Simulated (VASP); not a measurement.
# BeTe (F-43m) in VASP: settings compared

Aim: see how the results for BeTe move with the level of theory and the settings. Levels: r2SCAN, PBEsol, PBE. Tasks: single point.

All numbers are computed with VASP 6.6.1; they aren't measurements. Logs are shortened: lines on timing, memory, paths and dates and some standing lists are left out, and cuts for length are marked.

### 1 The cell of the first run

It takes space group F-43m (No. 216, cubic). Conventional cell: a = 5.663 Å, b = 5.663 Å, c = 5.663 Å, α = 90.00°, β = 90.00°, γ = 90.00°. Within 3.2 Å of Be (site symmetry -43m) lie 4 Te at 2.45 Å. Within 3.2 Å of Te (site symmetry -43m) lie 4 Be at 2.45 Å.

### 2 Single point, r2SCAN

POSCAR reads:

```
BeTe
1.0
    0.0000000000      2.8314587876      2.8314587876
    2.8314587876      0.0000000000      2.8314587876
    2.8314587876      2.8314587876      0.0000000000
Be Te
1 1
Direct
    0.0000000000      0.0000000000      0.0000000000
    0.7500000000      0.7500000000      0.7500000000
```

INCAR.step1 reads:

```
ALGO = Normal ; EDIFF = 1E-5
ENCUT = 660 ; GGA = PE
GGA_COMPAT = F ; ISMEAR = 0
LASPH = T ; LCHARG = F
LREAL = F ; LWAVE = T
NBANDS = 11 ; NELM = 120
PREC = Accurate ; SIGMA = 0.1
```

INCAR.step2 reads:

```
ALGO = Normal ; EDIFF = 1E-6
ENCUT = 660 ; GGA_COMPAT = F
ISIF = 2 ; ISMEAR = 0
ISTART = 1 ; LASPH = T
LCHARG = F ; LMIXTAU = T
LREAL = F ; LWAVE = F
METAGGA = R2SCAN ; NBANDS = 11
NELM = 120 ; PREC = Accurate
SIGMA = 0.1
```

KPOINTS reads:

```
k-points
0
Gamma
  4 4 4
```

Potentials or basis: VASP PAW PBE potentials, release 64 (Be, Te).

Run with:

```bash
cat potpaw_PBE.64/Be/POTCAR potpaw_PBE.64/Te/POTCAR > POTCAR
cp INCAR.step1 INCAR
mpirun -np 1 vasp_std > vasp.out
cp INCAR.step2 INCAR
mpirun -np 1 vasp_std > vasp.out
```

OUTCAR:

```text
EDIFF = 1E-6
   ENCUT = 660
   ISIF = 2
   ISMEAR = 0
   ISTART = 1
   LASPH = T
   LREAL = F
   METAGGA = R2SCAN
   NELM = 120
   PREC = Accurate

 ion  position               nearest neighbor table
   1  0.000  0.000  0.000-   2 2.45   2 2.45   2 2.45   2 2.45
   2  0.750  0.750  0.750-   1 2.45   1 2.45   1 2.45   1 2.45

  LATTYP: Found a face centered cubic cell.
 ALAT       =     5.6629175752

  Lattice vectors:

 A1 = (   0.0000000000,   2.8314587876,   2.8314587876)
 A2 = (   2.8314587876,   0.0000000000,   2.8314587876)
 A3 = (   2.8314587876,   2.8314587876,   0.0000000000)

Analysis of symmetry for initial positions (statically):
=====================================================================
 Subroutine PRICEL returns:
 Original cell was already a primitive cell.

 Routine SETGRP: Setting up the symmetry group for a
 face centered cubic supercell.

 Subroutine GETGRP returns: Found 24 space group operations
 (whereof 24 operations were pure point group operations)
 out of a pool of 48 trial point group operations.

The static configuration has the point symmetry T_d .

Analysis of symmetry for dynamics (positions and initial velocities):
=====================================================================
 Subroutine PRICEL returns:
 Original cell was already a primitive cell.

 Routine SETGRP: Setting up the symmetry group for a
 face centered cubic supercell.

 Subroutine GETGRP returns: Found 24 space group operations
 (whereof 24 operations were pure point group operations)
 out of a pool of 48 trial point group operations.

The dynamic configuration has the point symmetry T_d .

 Subroutine INISYM returns: Found 24 space group operations
 (whereof 24 operations are pure point group operations),
 and found     1 'primitive' translations

----------------------------------------------------------------------------------------

                                     Primitive cell

  volume of cell :      45.4005

  direct lattice vectors                    reciprocal lattice vectors
     0.000000000  2.831458788  2.831458788    -0.176587419  0.176587419  0.176587419
     2.831458788  0.000000000  2.831458788     0.176587419 -0.176587419  0.176587419
     2.831458788  2.831458788  0.000000000     0.176587419  0.176587419 -0.176587419

  length of vectors
     4.004287419  4.004287419  4.004287419     0.305858382  0.305858382  0.305858382

  position of ions in fractional coordinates (direct lattice)
     0.000000000  0.000000000  0.000000000
     0.750000000  0.750000000  0.750000000

  ion indices of the primitive-cell ions
   primitive index   ion index
                 1           1
                 2           2

----------------------------------------------------------------------------------------

 KPOINTS: k-points

Automatic generation of k-mesh.
 Grid dimensions read from file:
 generate k-points for:    4    4    4

 Generating k-lattice:

  Cartesian coordinates                     Fractional coordinates (reciprocal lattice)
    -0.044146855  0.044146855  0.044146855     0.250000000  0.000000000  0.000000000
     0.044146855 -0.044146855  0.044146855     0.000000000  0.250000000  0.000000000
     0.044146855  0.044146855 -0.044146855     0.000000000  0.000000000  0.250000000

  Length of vectors
     0.076464596  0.076464596  0.076464596

  Shift w.r.t. Gamma in fractional coordinates (k-lattice)
     0.000000000  0.000000000  0.000000000

 Subroutine IBZKPT returns following result:
 ===========================================

 Found      8 irreducible k-points:

 Following reciprocal coordinates:
            Coordinates               Weight
  0.000000  0.000000  0.000000      1.000000
  0.250000  0.000000  0.000000      8.000000
  0.500000  0.000000  0.000000      4.000000
  0.250000  0.250000  0.000000      6.000000
  0.500000  0.250000  0.000000     24.000000
 -0.250000  0.250000  0.000000     12.000000
  0.500000  0.500000  0.000000      3.000000
 -0.250000  0.500000  0.250000      6.000000
   k-points           NKPTS =      8   k-points in BZ     NKDIM =      8   number of bands    NBANDS=     11
   number of dos      NEDOS =    301   number of ions     NIONS =      2
   total plane-waves  NPLWV =  46656
   dimension x,y,z NGX =    36 NGY =   36 NGZ =   36
   dimension x,y,z NGXF=    72 NGYF=   72 NGZF=   72
   ions per type =               1   1
   NGX,Y,Z   is equivalent  to a cutoff of  14.95, 14.95, 14.95 a.u.
   NGXF,Y,Z  is equivalent  to a cutoff of  29.89, 29.89, 29.89 a.u.
 SYSTEM =  unknown system
   PREC   = accura    normal or accurate (medium, high low for compatibility)
   ISTART =      1    job   : 0-new  1-cont  2-samecut
   ICHARG =      0    charge: 1-file 2-atom 10-const
   ISPIN  =      1    spin polarized calculation?
   LNONCOLLINEAR =      F non collinear calculations
   LSORBIT =      F    spin-orbit coupling
   LASPH  =      T    aspherical Exc in radial PAW
   ENCUT  =  660.0 eV  48.51 Ry    6.96 a.u.   8.39  8.39  8.39*2*pi/ulx,y,z
   NELM   =    120;   NELMIN=  2; NELMDL=  0     # of ELM steps
   EDIFF  = 0.1E-05   stopping-criterion for ELM
   LREAL  =      F    real-space projection
   EDIFFG = 0.1E-04   stopping-criterion for IOM
   NSW    =      0    number of steps for IOM
   IBRION =     -1    ionic relax: 0-MD 1-quasi-New 2-CG
   NFREE  =      0    steps in history (QN), initial steepest desc. (CG)
   ISIF   =      2    stress and relaxation
   ISYM   =      2    0-nonsym 1-usesym 2-fastsym
   POTIM  = 0.5000    time-step for ionic-motion
   TEBEG  =    0.0;   TEEND  =   0.0 temperature during run
   PSTRESS=    0.0 pullay stress
   NELECT =       8.0000    total number of electrons
   NUPDOWN=      -1.0000    fix difference up-down
   EMIN   =  10.00;   EMAX   =-10.00  energy-range for DOS
   EFERMI =   0.00;   METHOD = LEGACY
   ISMEAR =     0;   SIGMA  =   0.10  broadening in eV -4-tet -1-fermi 0-gaus
   EFERMI_NEDOS =   21; number of points for ismear=-14 and -15
   IALGO  =     38    algorithm
   IMIX   =      4    mixing-type and parameters
     AMIX     =   0.40;   BMIX     =  1.00
     AMIX_MAG =   1.60;   BMIX_MAG =  1.00
  volume/ion in A,a.u.               =      22.70       153.19
  Fermi-wavevector in a.u.,A,eV,Ry     =   0.917807  1.734403 11.461129  0.842369
  Thomas-Fermi vector in A             =   2.042817
   LORBIT       =      0    0 simple, 1 ext, 2 COOP (PROOUT), +10 PAW based schemes
   METAGGA = R2SCAN    functional components
   LHFCALC =     F    Hartree Fock is set to
   AEXX    =    0.0000 exact exchange contribution
   IVDW    =     0    specifies the selected vdW correction
   LEPSILON=     F    determine dielectric tensor
   LRPA    =     F    only Hartree local field effects (RPA)
 non-spin polarized calculation
 Gauss-broadening in eV      SIGMA  =   0.10
  energy-cutoff  :      660.00
  volume of cell :       45.40
 maximum number of plane-waves:      1807
 NGX is ok and might be reduce to    36
   NGX = 17   NGY = 17   NGZ = 17

 number of electron       8.0000000 magnetization

 Free energy of the ion-electron system (eV)
  ---------------------------------------------------
  ext. energy  EPLUGINS =         0.00000000
  ---------------------------------------------------
  free energy    TOTEN  =       -30.61349688 eV

  energy without entropy =      -30.61349688  energy(sigma->0) =      -30.61349688

 E-fermi :   5.2094     XC(G=0):  -9.3971

 val. band max:        4.7709325337   @ k =   0.0000   0.0000   0.0000
 cond. band min:       7.1382088566   @ k =   0.5000   0.5000   0.0000
 fundamental gap:      2.3672763229
 Fermi energy:         5.2094269502

 k-point     1 :       0.0000    0.0000    0.0000
  band No.  band energies     occupation
      1      -7.8981      2.00000
      2       4.7709      2.00000
      3       4.7709      2.00000
      4       4.7709      2.00000
      5       8.7982      0.00000
      6       8.7982      0.00000
      7       8.7982      0.00000
      8       9.1550      0.00000
      9      13.7625      0.00000
     10      15.4777      0.00000
     11      15.4777      0.00000

 k-point     2 :       0.2500    0.0000    0.0000
  band No.  band energies     occupation
      1      -7.3197      2.00000
      2       1.4115      2.00000
      3       4.0961      2.00000
      4       4.0961      2.00000
      5       8.5329      0.00000
      6       9.6916      0.00000
      7       9.6916      0.00000
      8      12.3933      0.00000
      9      14.3326      0.00000
     10      14.3326      0.00000
     11      14.5301      0.00000

 k-point     3 :       0.5000    0.0000    0.0000
  band No.  band energies     occupation
      1      -6.4966      2.00000
      2      -0.8870      2.00000
      3       3.6269      2.00000
      4       3.6269      2.00000
      5       8.2745      0.00000
      6       9.7895      0.00000
      7       9.7895      0.00000
      8      13.2299      0.00000
      9      16.4469      0.00000
     10      16.9790      0.00000
     11      16.9790      0.00000

 k-point     4 :       0.2500    0.2500    0.0000
  band No.  band energies     occupation
      1      -7.1218      2.00000
      2       1.8344      2.00000
      3       3.0779      2.00000
      4       3.0779      2.00000
      5       7.7636      0.00000
      6       9.6051      0.00000
      7      11.7344      0.00000
      8      11.7344      0.00000
      9      14.0712      0.00000
     10      16.3122      0.00000
     11      16.5051      0.00000

 k-point     5 :       0.5000    0.2500    0.0000
  band No.  band energies     occupation
      1      -6.2737      2.00000
      2      -0.1848      2.00000
      3       1.7459      2.00000
      4       2.7281      2.00000
      5       8.1305      0.00000
      6      10.7798      0.00000
      7      11.8158      0.00000
      8      12.1454      0.00000
      9      15.8532      0.00000
     10      17.2121      0.00000
     11      17.9862      0.00000

 k-point     6 :      -0.2500    0.2500    0.0000
  band No.  band energies     occupation
      1      -6.5710      2.00000
      2       0.3317      2.00000
      3       1.5620      2.00000
      4       3.5550      2.00000
      5       8.9589      0.00000
      6      10.7815      0.00000
      7      11.4678      0.00000
      8      11.9211      0.00000
      9      13.6747      0.00000
     10      15.3141      0.00000
     11      17.9753      0.00000

 k-point     7 :       0.5000    0.5000    0.0000
  band No.  band energies     occupation
      1      -5.9773      2.00000
      2      -0.4816      2.00000
      3       2.0867      2.00000
      4       2.0867      2.00000
      5       7.1382      0.00000
      6       7.7762      0.00000
      7      15.2299      0.00000
      8      15.2299      0.00000
      9      17.1735      0.00000
     10      18.6006      0.00000
     11      18.9004      0.00000

 k-point     8 :      -0.2500    0.5000    0.2500
  band No.  band energies     occupation
      1      -5.9437      2.00000
      2       0.0478      2.00000
      3       1.0340      2.00000
      4       1.5437      2.00000
      5      10.4268      0.00000
      6      10.8396      0.00000
      7      10.9506      0.00000
      8      11.3564      0.00000
      9      16.3558      0.00000
     10      17.2959      0.00000
     11      18.3532      0.00000

------------------------ aborting loop because EDIFF is reached ----------------------------------------

  FORCE on cell =-STRESS in cart. coord.  units (eV):
  Direction    XX          YY          ZZ          XY          YZ          ZX
  --------------------------------------------------------------------------------------
  -------------------------------------------------------------------------------------
  Total        0.1193534      0.1193534      0.1193534      0.0000000      0.0000000      0.0000000
  in kB        4.2119640      4.2119640      4.2119640      0.0000000      0.0000000      0.0000000
  external PRESSURE =       4.2119640 kB  Pullay stress =       0.0000000 kB

 VOLUME and BASIS-vectors are now :
 -----------------------------------------------------------------------------
  energy-cutoff  :      660.00
  volume of cell :       45.40
      direct lattice vectors                 reciprocal lattice vectors
     0.000000000  2.831458788  2.831458788    -0.176587419  0.176587419  0.176587419
     2.831458788  0.000000000  2.831458788     0.176587419 -0.176587419  0.176587419
     2.831458788  2.831458788  0.000000000     0.176587419  0.176587419 -0.176587419

 POSITION                                       TOTAL-FORCE (eV/Angst)
 -----------------------------------------------------------------------------------
      0.00000      0.00000      0.00000         0.000000      0.000000     -0.000000
      4.24719      4.24719      4.24719        -0.000000     -0.000000      0.000000
 -----------------------------------------------------------------------------------
    total drift:                               -0.000000     -0.000000     -0.000000

  FREE ENERGIE OF THE ION-ELECTRON SYSTEM (eV)
  ---------------------------------------------------
  free  energy   TOTEN  =       -30.6134968835 eV

  energy  without entropy=      -30.6134968835  energy(sigma->0) =      -30.61349688
```

Wall time 29 s (1 thread of Intel Xeon Platinum 8488C (Sapphire Rapids), shared host); peak memory 0.21 GiB.

Results:

| Property | Result |
| --- | --- |
| Free energy | -30.6135 eV |
| Pressure | 0.4 GPa |
| Band gap on the k mesh | 2.37 eV, indirect (least direct gap 4.03 eV) |

Caveat: the k points lie up to 0.48 Å⁻¹ apart; the PAW data sets were made with another functional, which shifts forces and pressure a little; spin-orbit coupling is left out, which moves the levels of the heavy elements. A k mesh can miss the band edges.

### 3 Single point, PBEsol, collinear spin, ferromagnetic start

This run uses another cell than the first one, of 28.83 Å³/atom, 1.270 times its volume.

INCAR reads:

```
SYSTEM = BeTe
  ALGO = Normal
  EDIFF = 1E-6
  ENCUT = 600
  GGA = PS
  GGA_COMPAT = .False.
  ISIF = 2
  ISMEAR = -4
  ISPIN = 2
  ISYM = 0
  LASPH = .True.
  LCHARG = .True.
  LELF = .True.
  LORBIT = 11
  LREAL = .False.
  LVHAR = .True.
  LWAVE = .False.
  MAGMOM = 0 4
  NBANDS = 15
  NELECT = 7.75
  NELM = 200
  PREC = Accurate
  SIGMA = 0.1
```

KPOINTS reads:

```
Automatic mesh
0
Gamma
  2 2 2
  0.5 0.5 0.5
```

POSCAR reads:

```
BeTe
1.0
    0.0000000000      3.0662777039      3.0662777039
    3.0662777039      0.0000000000      3.0662777039
    3.0662777039      3.0662777039      0.0000000000
Be Te
1 1
Direct
    0.0000000000      0.0000000000      0.0000000000
    0.7500000000      0.7500000000      0.7500000000
```

Potentials or basis: VASP PAW PBE potentials, release 64 (Be, Te).

Run with:

```bash
cat potpaw_PBE.64/Be/POTCAR potpaw_PBE.64/Te/POTCAR > POTCAR
mpirun -np 1 vasp_std > vasp.out
```

It took 32 s on 1 thread of Intel Xeon Platinum 8488C (Sapphire Rapids), shared host; peak memory 0.24 GiB.

Results (log left out):

```
Free energy                                           : -8.1770 eV
Net moment                                            : 0.00 μB per cell
Valence electrons inside the program's atomic spheres : Be 0.70; Te 3.31
```

Levels at points of the mesh, in eV from the Fermi level:
Spin up:
| k point | band 2 | band 3 | band 4 | band 5 | band 6 | band 7 |
| --- | --- | --- | --- | --- | --- | --- |
| (0.25, 0.25, 0.25) | -1.95 | 0.15 | 0.16 | 3.31 | 5.04 | 5.04 |
Spin down:
| k point | band 1 | band 2 | band 3 | band 4 | band 5 | band 6 | band 7 | band 8 |
| --- | --- | --- | --- | --- | --- | --- | --- | --- |
| (0.25, 0.25, 0.25) | -10.00 | -1.96 | 0.15 | 0.16 | 3.31 | 5.04 | 5.04 | 6.34 |

Caveat: the k points lie up to 0.89 Å⁻¹ apart; the cell carries a net charge on a neutralising background, which shifts energy and pressure; the cell is charged against a uniform background, so pressure and absolute levels hang on convention; the PAW data sets were made with another functional, which shifts forces and pressure a little; spin-orbit coupling is left out, which moves the levels of the heavy elements.

(Part 1 of 2 ends here.)
